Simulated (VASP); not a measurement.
# CuO: single point with PBEsol

Crystal: CuO.

```
CELL_PARAMETERS angstrom
2.34465 -1.71340 0.00000
2.34465 1.71340 0.00000
-0.86055 0.00000 5.05944
ATOMIC_POSITIONS crystal
Cu 0.00320 0.49680 0.00000
Cu 0.49680 0.00320 0.50000
O 0.57140 0.40560 0.25370
O 0.40560 0.57140 0.75370
```

| Item | Value |
| --- | --- |
| Program | VASP 6.6.1 |
| Task | single point |
| Functional | PBEsol |
| Potentials or basis | VASP PAW PBE potentials, release 64 (Cu, O) |
| Cutoff | 520 eV |
| k mesh | 8 × 8 × 4 |
| Occupations | gaussian, width 0.05 eV |
| Spin | no spin polarisation |
| Dipole correction | no |
| Further INCAR settings | ALGO = Normal; EDIFF = 1e-06; NBANDS = 25 |

```
Pressure               : -2.1 GPa
Largest force          : 0.757 eV/Å
Band gap on the k mesh : zero (band 17 reaches 5.76 eV, above the bottom of band 18 at 5.07 eV)
```

Forces on the atoms (eV/Å):
```
Cu  -0.612  0.339  0.237
Cu  -0.612 -0.339  0.237
O    0.612  0.377 -0.237
O    0.612 -0.377 -0.237
```

Stress tensor (GPa, compression positive):
```
-2.36  0.00 -1.13
 0.00 -0.17  0.00
-1.13  0.00 -3.68
```

Levels at points of the mesh, in eV from the Fermi level:
```csv
k point,band 14,band 15,band 16,band 17,band 18,band 19,band 20,band 21
"(0.00, 0.00, 0.00)",-2.20,-2.12,-1.63,0.22,0.92,1.65,5.92,8.10
"(0.50, 0.00, 0.00)",-1.58,-1.47,-1.38,-0.04,0.29,4.80,6.21,6.90
"(0.50, 0.50, 0.00)",-2.11,-1.68,-1.20,-0.64,1.07,3.26,6.96,8.48
"(0.00, 0.00, 0.50)",-2.21,-1.45,-1.45,0.24,0.24,3.87,3.87,11.57
"(0.50, 0.00, 0.50)",-2.13,-1.72,-1.58,-0.09,0.74,5.05,6.47,7.98
"(0.50, 0.50, 0.50)",-1.64,-1.28,-1.28,-0.42,-0.42,5.13,5.13,8.93
```

Wall time 44 s on 1 thread of AMD EPYC 9R45 96-Core Processor (Zen 5) (shared host), peak memory 0.17 GiB.

Caveat: the PAW data sets were made with another functional, which shifts forces and pressure a little; semilocal functionals often make such compounds metallic where correlation or magnetic order opens a gap, which also shifts bond lengths. With open d or f shells a metallic result of PBEsol can be an artefact of self-interaction; +U or a hybrid may open a gap.
